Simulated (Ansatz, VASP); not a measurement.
**Two plane-wave programs on CaSi2N2**

The input INCAR:

```
SYSTEM = CaSi2N2
PREC = Accurate ; ENCUT = 600
EDIFF = 1E-6 ; ISMEAR = 0
SIGMA = 0.1 ; LREAL = .False.
LASPH = .True. ; NELM = 100
ALGO = Normal ; ISIF = 3
LWAVE = .False. ; LCHARG = .False.
GGA = PE ; IBRION = 2
NSW = 90 ; EDIFFG = -0.04
```

File KPOINTS:

```
Automatic mesh
0
Gamma
  6 6 6
  0 0 0
```

File POSCAR:

```
CaSi2N2
1.0
   -2.0172952000      2.5014592900      3.6255591300
    2.0172952000     -2.5014592900      3.6255591300
    2.0172952000      2.5014592900     -3.6255591300
Ca Si N
1 2 2
Direct
    0.0000000000      0.0000000000      0.0000000000
    0.7418451400      0.5000000000      0.2418451400
    0.2581548600      0.5000000000      0.7581548600
    0.6983979900      0.1983979900      0.5000000000
    0.3016020100      0.8016020100      0.5000000000
```

Input for Ansatz:

```yaml
crystal:
  lattice:
    - [-2.0172952, 2.50145929, 3.62555913]
    - [2.0172952, -2.50145929, 3.62555913]
    - [2.0172952, 2.50145929, -3.62555913]
  atoms:
    - { symbol: Ca, position: [0.0, 0.0, 0.0] }
    - { symbol: Si, position: [0.74184514, 0.5, 0.24184514] }
    - { symbol: Si, position: [0.25815486, 0.5, 0.75815486] }
    - { symbol: "N", position: [0.69839799, 0.19839799, 0.5] }
    - { symbol: "N", position: [0.30160201, 0.80160201, 0.5] }
basis:
  ecutwfc: 420
kpoints:
  mp_grid: { grid: [6, 6, 6] }
hamiltonian:
  xc: pbe
scf:
  occupations: { method: gaussian, width: 0.1 }
  lower_state_search: "off"
output:
  forces: true
  stress: true
  eigenvalues: true
relax:
  adjacent_minimum: "off"
  f_tol: 0.04
  max_steps: 70
  cell: { stress_tol: 0.4 }
```

Change from the starting cell: species swapped into the Ce2ZnNi2 type (Immm, No. 71).

Alike in both runs: task relaxation of cell and atoms; functional PBE; k mesh 6 × 6 × 6; occupations gaussian, width 0.1 eV; no spin polarisation.

|  | VASP | Ansatz |
| --- | --- | --- |
| version | VASP 6.6.1 | Ansatz 0.2.0 |
| potentials or method | VASP PAW PBE potentials, release 64 (Ca_sv, Si, N), cutoff 600 eV | scalar-relativistic, plane waves, PAW |
| valence electrons in the cell | 28 | 28 |

```csv
,VASP,Ansatz,Ansatz less VASP
"gap on the k mesh at the Fermi level, each at its own relaxed structure (eV)",none,none,-
relaxed volume (Å³/atom),15.50,17.13,+1.630
relaxed cell length with the largest relative difference (Å),4.738,4.946,+0.2077
```

A gap of «none» marks a metal or a gap that the smearing closes. One of these differences is far larger than is usual between the two programs; its cause wasn't traced.
